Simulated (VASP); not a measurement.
TiN:

```
Ti N
1.0
     0.00000    2.15659    2.15659
     2.15659    0.00000    2.15659
     2.15659    2.15659    0.00000
Ti N
1 1
Cartesian
  0.0000 0.0000 0.0000
  2.1566 2.1566 2.1566
```

Program: VASP 6.6.1. Alike in all runs: task single point; level PBEsol; potentials or basis VASP PAW PBE potentials, release 64 (Ti_sv, N); cell as given; k mesh 20 × 20 × 20; cutoff (eV) 520; smearing gaussian 0.15 eV.

Problem. Order these runs on this cell by their pressure, lowest first.
A. spin off
B. spin collinear, ferromagnetic start; fixed moment (μB) 1.0
C. spin collinear, ferromagnetic start; fixed moment (μB) 0.5

Solution. A (-19.2 GPa), C (-17.4 GPa), B (-11.6 GPa).

Caveats: the PAW data sets were made with another functional, which shifts forces and pressure a little; the total moment is fixed, so each spin has its own Fermi level (some runs).
